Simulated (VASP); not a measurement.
GdO:

```
CELL_PARAMETERS angstrom
2.99448 0.00000 0.00000
0.00000 2.99448 0.00000
0.00000 0.00000 2.99448
ATOMIC_POSITIONS crystal
Gd 0.00000 0.00000 0.00000
O 0.50000 0.50000 0.50000
```

Program: VASP 6.6.1. Alike in all runs: task single point; potentials or basis VASP PAW PBE potentials, release 64 (Gd, O); spin collinear, ferromagnetic start; cell as given; cutoff (eV) 520; smearing gaussian 0.05 eV.

Question: Order these runs on this cell by their pressure, lowest first.
A. level revPBE; k mesh 12 × 12 × 12
B. level LDA; k mesh 12 × 12 × 12, shifted
C. level r2SCAN; k mesh 12 × 12 × 12

Answer: B (-9.0 GPa), C (-0.1 GPa), A (7.1 GPa).

Caveats: the PAW data sets were made with another functional, which shifts forces and pressure a little; a cell with one magnetic atom can't hold antiferromagnetic order, which such compounds often take; the cell stands under tension (at least some runs); the cell stands under pressure (at least some runs).
